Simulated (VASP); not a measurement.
# Ta6C in VASP: notebook

Ta6C is run at these levels: PBE; tasks: single point.

Program: VASP 6.6.1. These are calculated values, not measurements. Logs are shortened: lines on timing, memory, paths and dates and some standing lists are left out, and cuts for length are marked.

## 1. The cell of the first run

The cell holds a slab with vacuum, 7 atoms: a = 4.694 Å, b = 4.694 Å, c = 19.988 Å, α = 90.00°, β = 90.00°, γ = 120.00°.

## 2. Single point, PBE

Contents of INCAR:

```
SYSTEM = Ta6C
PREC = Accurate ; ENCUT = 520
EDIFF = 1E-6 ; ISMEAR = 0
SIGMA = 0.1 ; LREAL = .False.
LASPH = .True. ; NELM = 60
ALGO = Normal ; ISIF = 2
LWAVE = .False. ; LCHARG = .False.
LDIPOL = .True. ; IDIPOL = 3
DIPOL = 0.5 0.5 0.337 ; GGA = PE
NBANDS = 44
```

Contents of KPOINTS:

```
regular mesh
0
Gamma
  6 6 1
  0 0 0
```

Contents of POSCAR:

```
Ta6C
1.0
    4.6937283334      0.0000000000      0.0000000000
   -2.3468641667      4.0648879751      0.0000000000
    0.0000000000      0.0000000000     19.9881921067
Ta C
6 1
Direct
    0.6666666666      0.3333333333      0.2001181487
    0.3333333333      0.6666666667      0.2480516125
    0.0000000000      0.0000000000      0.2959850764
    0.6666666666      0.3333333333      0.3401842440
    0.3333333333      0.6666666667      0.3819724415
    0.0000000000      0.0000000000      0.4246603225
    0.2222222222      0.4444444444      0.4691138370
```

Potentials or basis: VASP PAW PBE potentials, release 64 (Ta_pv, C).

Launch:

```sh
$ cat potpaw_PBE.64/Ta_pv/POTCAR potpaw_PBE.64/C/POTCAR > POTCAR
$ mpirun -np 1 vasp_std > vasp.out
```

OUTCAR:

```text
SYSTEM = Ta6C
   PREC = Accurate
   ENCUT = 520
   EDIFF = 1E-6
   ISMEAR = 0
   LREAL = .False.
   LASPH = .True.
   NELM = 60
   ISIF = 2
   GGA = PE

 ion  position               nearest neighbor table
   1  0.667  0.333  0.200-   4 2.80   2 2.87   2 2.87   2 2.87   3 3.32   3 3.32   3 3.32
   2  0.333  0.667  0.248-   5 2.68   1 2.87   1 2.87   1 2.87   3 2.87   3 2.87   3 2.87   4 3.28
                             4 3.28   4 3.28
   3  0.000  0.000  0.296-   6 2.57   4 2.85   4 2.85   4 2.85   2 2.87   2 2.87   2 2.87   5 3.21
                             5 3.21   5 3.21   1 3.32   1 3.32   1 3.32
   4  0.667  0.333  0.340-   1 2.80   5 2.84   5 2.84   5 2.84   3 2.85   3 2.85   3 2.85   6 3.19
                             6 3.19   6 3.19   2 3.28   2 3.28   2 3.28
   5  0.333  0.667  0.382-   7 1.96   2 2.68   4 2.84   4 2.84   4 2.84   6 2.84   6 2.84   6 2.84
                             3 3.21   3 3.21   3 3.21
   6  0.000  0.000  0.425-   7 2.01   3 2.57   5 2.84   5 2.84   5 2.84   4 3.19   4 3.19   4 3.19

   7  0.222  0.444  0.469-   5 1.96   6 2.01

  LATTYP: Found a hexagonal cell.
 ALAT       =     4.6937283334
 C/A-ratio  =     4.2584893473

  Lattice vectors:

 A1 = (   4.6937283334,   0.0000000000,   0.0000000000)
 A2 = (  -2.3468641667,   4.0648879751,   0.0000000000)
 A3 = (   0.0000000000,   0.0000000000,  19.9881921067)

Analysis of symmetry for initial positions (statically):
=====================================================================
 Subroutine PRICEL returns:
 Original cell was already a primitive cell.

 Routine SETGRP: Setting up the symmetry group for a
 hexagonal supercell.

 Subroutine GETGRP returns: Found  2 space group operations
 (whereof  2 operations were pure point group operations)
 out of a pool of 24 trial point group operations.

The static configuration has the point symmetry C_1h.

Analysis of symmetry for dynamics (positions and initial velocities):
=====================================================================
 Subroutine PRICEL returns:
 Original cell was already a primitive cell.

 Routine SETGRP: Setting up the symmetry group for a
 hexagonal supercell.

 Subroutine GETGRP returns: Found  2 space group operations
 (whereof  2 operations were pure point group operations)
 out of a pool of 24 trial point group operations.

The dynamic configuration has the point symmetry C_1h.

 Subroutine INISYM returns: Found  2 space group operations
 (whereof  2 operations are pure point group operations),
 and found     1 'primitive' translations

----------------------------------------------------------------------------------------

                                     Primitive cell

  volume of cell :     381.3643

  direct lattice vectors                    reciprocal lattice vectors
     4.693728333  0.000000000  0.000000000     0.213050251  0.123004620  0.000000000
    -2.346864167  4.064887975  0.000000000     0.000000000  0.246009240  0.000000000
     0.000000000  0.000000000 19.988192107     0.000000000  0.000000000  0.050029537

  length of vectors
     4.693728333  4.693728333 19.988192107     0.246009240  0.246009240  0.050029537

  position of ions in fractional coordinates (direct lattice)
     0.666666667  0.333333333  0.200118149
     0.333333333  0.666666667  0.248051612
     0.000000000  0.000000000  0.295985076
     0.666666667  0.333333333  0.340184244
     0.333333333  0.666666667  0.381972441
     0.000000000  0.000000000  0.424660323
     0.222222222  0.444444444  0.469113837

  ion indices of the primitive-cell ions
   primitive index   ion index
                 1           1
                 2           2
                 3           3
                 4           4
                 5           5
                 6           6
                 7           7

----------------------------------------------------------------------------------------

 KPOINTS: regular mesh

Automatic generation of k-mesh.
 Grid dimensions read from file:
 generate k-points for:    6    6    1

 Generating k-lattice:

  Cartesian coordinates                     Fractional coordinates (reciprocal lattice)
     0.035508375  0.020500770  0.000000000     0.166666667  0.000000000  0.000000000
     0.000000000  0.041001540  0.000000000     0.000000000  0.166666667  0.000000000
     0.000000000  0.000000000  0.050029537     0.000000000  0.000000000  1.000000000

  Length of vectors
     0.041001540  0.041001540  0.050029537

  Shift w.r.t. Gamma in fractional coordinates (k-lattice)
     0.000000000  0.000000000  0.000000000

 Subroutine IBZKPT returns following result:
 ===========================================

 Found     13 irreducible k-points:

 Following reciprocal coordinates:
            Coordinates               Weight
  0.000000  0.000000  0.000000      1.000000
  0.166667 -0.000000  0.000000      4.000000
  0.000000  0.166667  0.000000      2.000000
  0.333333 -0.000000  0.000000      4.000000
  0.000000  0.333333  0.000000      2.000000
  0.500000  0.000000  0.000000      2.000000
  0.000000  0.500000  0.000000      1.000000
  0.166667  0.166667  0.000000      4.000000
 -0.333333  0.166667  0.000000      2.000000
  0.333333  0.166667  0.000000      4.000000
 -0.166667  0.500000  0.000000      4.000000
  0.500000  0.333333  0.000000      4.000000
  0.333333  0.333333  0.000000      2.000000
   k-points           NKPTS =     13   k-points in BZ     NKDIM =     13   number of bands    NBANDS=     44
   number of dos      NEDOS =    301   number of ions     NIONS =      7
   total plane-waves  NPLWV = 194400
   dimension x,y,z NGX =    36 NGY =   36 NGZ =  150
   dimension x,y,z NGXF=    72 NGYF=   72 NGZF=  300
   ions per type =               6   1
   NGX,Y,Z   is equivalent  to a cutoff of  12.75, 12.75, 12.48 a.u.
   NGXF,Y,Z  is equivalent  to a cutoff of  25.50, 25.50, 24.95 a.u.
 SYSTEM =  Ta6C
   PREC   = accura    normal or accurate (medium, high low for compatibility)
   ISTART =      0    job   : 0-new  1-cont  2-samecut
   ICHARG =      2    charge: 1-file 2-atom 10-const
   ISPIN  =      1    spin polarized calculation?
   LNONCOLLINEAR =      F non collinear calculations
   LSORBIT =      F    spin-orbit coupling
   LASPH  =      T    aspherical Exc in radial PAW
   ENCUT  =  520.0 eV  38.22 Ry    6.18 a.u.   8.73  8.73 37.16*2*pi/ulx,y,z
   NELM   =     60;   NELMIN=  2; NELMDL= -5     # of ELM steps
   EDIFF  = 0.1E-05   stopping-criterion for ELM
   LREAL  =      F    real-space projection
   EDIFFG = 0.1E-04   stopping-criterion for IOM
   NSW    =      0    number of steps for IOM
   IBRION =     -1    ionic relax: 0-MD 1-quasi-New 2-CG
   NFREE  =      0    steps in history (QN), initial steepest desc. (CG)
   ISIF   =      2    stress and relaxation
   ISYM   =      2    0-nonsym 1-usesym 2-fastsym
   POTIM  = 0.5000    time-step for ionic-motion
   TEBEG  =    0.0;   TEEND  =   0.0 temperature during run
   PSTRESS=    0.0 pullay stress
   NELECT =      70.0000    total number of electrons
   NUPDOWN=      -1.0000    fix difference up-down
   EMIN   =  10.00;   EMAX   =-10.00  energy-range for DOS
   EFERMI =   0.00;   METHOD = LEGACY
   ISMEAR =     0;   SIGMA  =   0.10  broadening in eV -4-tet -1-fermi 0-gaus
   EFERMI_NEDOS =   21; number of points for ismear=-14 and -15
   IALGO  =     38    algorithm
   IMIX   =      4    mixing-type and parameters
     AMIX     =   0.40;   BMIX     =  1.00
     AMIX_MAG =   1.60;   BMIX_MAG =  1.00
  volume/ion in A,a.u.               =      54.48       367.65
  Fermi-wavevector in a.u.,A,eV,Ry     =   0.930381  1.758165 11.777323  0.865609
  Thomas-Fermi vector in A             =   2.056763
   LORBIT       =      0    0 simple, 1 ext, 2 COOP (PROOUT), +10 PAW based schemes
   GGA     = PE    functional components
   LHFCALC =     F    Hartree Fock is set to
   AEXX    =    0.0000 exact exchange contribution
   IVDW    =     0    specifies the selected vdW correction
   LEPSILON=     F    determine dielectric tensor
   LRPA    =     F    only Hartree local field effects (RPA)
 non-spin polarized calculation
 Gauss-broadening in eV      SIGMA  =   0.10
  energy-cutoff  :      520.00
  volume of cell :      381.36
 maximum number of plane-waves:     10285
   NGX = 17   NGY = 17   NGZ = 75

 dipolmoment           0.000000      0.000000     -0.006841 electrons x Angstroem

 number of electron      69.9999990 magnetization

 dipolmoment           0.000000      0.000000      0.192901 electrons x Angstroem

 Free energy of the ion-electron system (eV)
  ---------------------------------------------------
  ext. energy  EPLUGINS =         0.00000000
  ---------------------------------------------------
  free energy    TOTEN  =       -71.74596464 eV

  energy without entropy =      -71.70350072  energy(sigma->0) =      -71.72473268

 E-fermi :  -1.2710     XC(G=0):  -4.8762

 val. band max:       -1.2868591595   @ k =   0.0000   0.3333   0.0000
 cond. band min:      -1.2471793155   @ k =   0.1667   0.1667   0.0000
 fundamental gap:      0.0396798440
 Fermi energy:        -1.2709993095

 k-point     1 :       0.0000    0.0000    0.0000
  band No.  band energies     occupation
      1     -36.0043      2.00000
      2     -35.9213      2.00000
      3     -35.8006      2.00000
      4     -35.7688      2.00000
      5     -35.6281      2.00000
      6     -35.6116      2.00000
[... 36 lines left out ...]
     43       1.0452      0.00000
     44       1.5789      0.00000

 k-point     2 :       0.1667   -0.0000    0.0000
  band No.  band energies     occupation
      1     -36.0127      2.00000
      2     -35.9339      2.00000
      3     -35.8190      2.00000
      4     -35.7804      2.00000
      5     -35.6742      2.00000
      6     -35.6343      2.00000
[... 36 lines left out ...]
     43       1.0368      0.00000
     44       1.5908      0.00000

 k-point     3 :       0.0000    0.1667    0.0000
  band No.  band energies     occupation
      1     -36.0126      2.00000
      2     -35.9337      2.00000
      3     -35.8040      2.00000
      4     -35.7948      2.00000
      5     -35.6636      2.00000
      6     -35.6618      2.00000
[... 36 lines left out ...]
     43       1.0407      0.00000
     44       1.8303      0.00000

 k-point     4 :       0.3333   -0.0000    0.0000
  band No.  band energies     occupation
      1     -36.0309      2.00000
      2     -35.9614      2.00000
      3     -35.8646      2.00000
      4     -35.7761      2.00000
      5     -35.7213      2.00000
      6     -35.6215      2.00000
[... 365 lines left out ...]
     43       0.7348      0.00000
     44       1.3098      0.00000

 k-point    12 :       0.5000    0.3333    0.0000
  band No.  band energies     occupation
      1     -36.0373      2.00000
      2     -35.9852      2.00000
      3     -35.8543      2.00000
      4     -35.7689      2.00000
      5     -35.7198      2.00000
      6     -35.6099      2.00000
[... 36 lines left out ...]
     43       0.7465      0.00000
     44       1.0356      0.00000

 k-point    13 :       0.3333    0.3333    0.0000
  band No.  band energies     occupation
      1     -36.0342      2.00000
      2     -36.0060      2.00000
      3     -35.8264      2.00000
      4     -35.7591      2.00000
      5     -35.6925      2.00000
      6     -35.6746      2.00000
[... 36 lines left out ...]
     43       0.6413      0.00000
     44       0.9832      0.00000

------------------------ aborting loop because EDIFF is reached ----------------------------------------

 vacuum level on the upper side and lower side of the slab       (xc-potential included)         0.883        -0.898

  FORCE on cell =-STRESS in cart. coord.  units (eV):
  Direction    XX          YY          ZZ          XY          YZ          ZX
  --------------------------------------------------------------------------------------
  -------------------------------------------------------------------------------------
  Total       -2.5719180     -0.0787067      3.2393689      0.0000000     -1.2225076      0.0000000
  in kB      -10.8050716     -0.3306604     13.6091481      0.0000000     -5.1359655      0.0000000
  external PRESSURE =       0.8244720 kB  Pullay stress =       0.0000000 kB

 VOLUME and BASIS-vectors are now :
 -----------------------------------------------------------------------------
  energy-cutoff  :      520.00
  volume of cell :      381.36
      direct lattice vectors                 reciprocal lattice vectors
     4.693728333  0.000000000  0.000000000     0.213050251  0.123004620  0.000000000
    -2.346864167  4.064887975  0.000000000     0.000000000  0.246009240  0.000000000
     0.000000000  0.000000000 19.988192107     0.000000000  0.000000000  0.050029537

 POSITION                                       TOTAL-FORCE (eV/Angst)
 -----------------------------------------------------------------------------------
      2.34686      1.35496      4.00000        -0.000000      0.060649      1.694298
     -0.00000      2.70993      4.95810         0.000000     -0.028786     -0.740391
      0.00000      0.00000      5.91621         0.000000      0.011601     -2.527257
      2.34686      1.35496      6.79967         0.000000      0.163268     -0.768295
     -0.00000      2.70993      7.63494         0.000000      0.580374     -0.456405
      0.00000      0.00000      8.48819         0.000000     -0.504588      2.711721
      0.00000      1.80662      9.37674        -0.000000     -0.282518      0.086328
 -----------------------------------------------------------------------------------
    total drift:                                0.000000     -0.000088      0.000274

  FREE ENERGIE OF THE ION-ELECTRON SYSTEM (eV)
  ---------------------------------------------------
  free  energy   TOTEN  =       -71.7459646359 eV

  energy  without entropy=      -71.7035007172  energy(sigma->0) =      -71.72473268

 vacuum level on the upper side and lower side of the slab         4.075         2.176
```

Wall time 7.1 min (1 thread of AMD EPYC 7R13 (Zen 3), shared host); peak memory 0.51 GiB.

What came out:

```
Free energy            : -71.7460 eV
Largest force          : 2.758 eV/Å
Band gap on the k mesh : zero (bands 35 and 36 overlap by 0.26 eV)
```

Forces in eV/Å, atoms in the order of the input:
```
Ta   0.000  0.061  1.694
Ta   0.000 -0.029 -0.740
Ta   0.000  0.012 -2.527
Ta   0.000  0.163 -0.768
Ta   0.000  0.580 -0.456
Ta   0.000 -0.505  2.712
C    0.000 -0.283  0.086
```

Caveat: spin-orbit coupling is left out, which moves the levels of the heavy elements.

## 3. Single point, PBE

Edit INCAR of step 2 so:

```diff
@@ -8,3 +8,3 @@
 LDIPOL = .True. ; IDIPOL = 3
-DIPOL = 0.5 0.5 0.337 ; GGA = PE
+DIPOL = 0.5 0.5 0.333 ; GGA = PE
 NBANDS = 44
```

Contents of KPOINTS:

```
Automatic mesh
0
Gamma
  6 6 1
  0 0 0
```

Contents of POSCAR:

```
Ta6C
1.0
    4.6937283334      0.0000000000      0.0000000000
   -2.3468641667      4.0648879751      0.0000000000
    0.0000000000      0.0000000000     19.9881921067
Ta C
6 1
Direct
    0.6666666667      0.3333333333      0.2001181487
    0.3333333333      0.6666666666      0.2480516125
    0.0000000000      0.0000000000      0.2959850764
    0.6666666667      0.3333333333      0.3401842440
    0.3333333333      0.6666666666      0.3819724415
    0.0000000000      0.0000000000      0.4246603225
    0.4444444444      0.2222222222      0.4388916564
```

Potentials or basis: VASP PAW PBE potentials, release 64 (Ta_pv, C).

Launch:

```sh
$ cat potpaw_PBE.64/Ta_pv/POTCAR potpaw_PBE.64/C/POTCAR > POTCAR
$ mpirun -np 1 vasp_std > vasp.out
```

Wall time 8 min (1 thread of AMD EPYC 7R13 (Zen 3), shared host); peak memory 0.51 GiB.

It converged, with:

```
Free energy            : -72.2594 eV
Largest force          : 4.015 eV/Å
Band gap on the k mesh : zero (bands 35 and 36 overlap by 0.12 eV)
```

Forces in eV/Å, atoms in the order of the input:
```
Ta  -0.227 -0.131  1.347
Ta   0.154  0.089 -0.216
Ta  -0.067 -0.039 -3.395
Ta  -0.114 -0.066  0.043
Ta   0.110  0.064  0.869
Ta  -3.288 -1.898  1.307
C    3.432  1.982  0.045
```

Levels at points of the mesh, in eV from the Fermi level:
| k point | band 32 | band 33 | band 34 | band 35 | band 36 | band 37 | band 38 | band 39 |
| --- | --- | --- | --- | --- | --- | --- | --- | --- |
| (0.00, 0.00, 0.00) | -0.78 | -0.54 | -0.52 | -0.12 | 0.11 | 0.17 | 0.43 | 1.18 |
| (0.50, 0.00, 0.00) | -1.02 | -0.95 | -0.36 | -0.18 | -0.05 | 0.37 | 1.05 | 1.16 |
| (0.00, 0.50, 0.00) | -1.11 | -0.81 | -0.47 | 0.01 | 0.25 | 0.52 | 0.80 | 1.03 |

Caveat: spin-orbit coupling is left out, which moves the levels of the heavy elements.
